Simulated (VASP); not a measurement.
**AgCl (zincblende type): electric field gradients with PBE**

AgCl (zincblende type):

```
Ag Cl
1.0
     0.00000    3.04961    3.04961
     3.04961    0.00000    3.04961
     3.04961    3.04961    0.00000
Ag Cl
1 1
Direct
  0.00000 0.00000 0.00000
  0.25000 0.25000 0.25000
```

This cell differs from its parent crystal: volume scaled by 1.02.

```json
{
  "Program": "VASP 6.6.1",
  "Task": "electric field gradients",
  "Functional": "PBE",
  "Potentials or basis": "VASP PAW PBE potentials, release 64 (Ag, Cl)",
  "Cutoff": "520 eV",
  "k mesh": "11 × 11 × 11",
  "Occupations": "fermi-dirac, width 0.03 eV",
  "Spin": "no spin polarisation",
  "Dipole correction": "no",
  "Further INCAR settings": "ALGO = Normal; EDIFF = 1e-08; NBANDS = 16"
}
```

```yaml
Pressure: -0.7 GPa
Band_gap_on_the_k_mesh: 1.32 eV, direct
```

Levels at points of the mesh, in eV from the valence-band top:
| k point | band 5 | band 6 | band 7 | band 8 | band 9 | band 10 | band 11 | band 12 | band 13 | band 14 |
| --- | --- | --- | --- | --- | --- | --- | --- | --- | --- | --- |
| (0.00, 0.00, 0.00) | -1.95 | -1.95 | 0.00 | 0.00 | 0.00 | 1.32 | 8.13 | 8.13 | 8.13 | 12.58 |

Run time: 26 s on 1 thread of Intel(R) Xeon(R) 6975P-C (Granite Rapids) (shared host), peak memory 0.19 GiB.

Caveat: without QUAD_EFG the Cq values of the log hold for a quadrupole moment of 1 mb, not for the nuclei. A k mesh can miss the band edges.
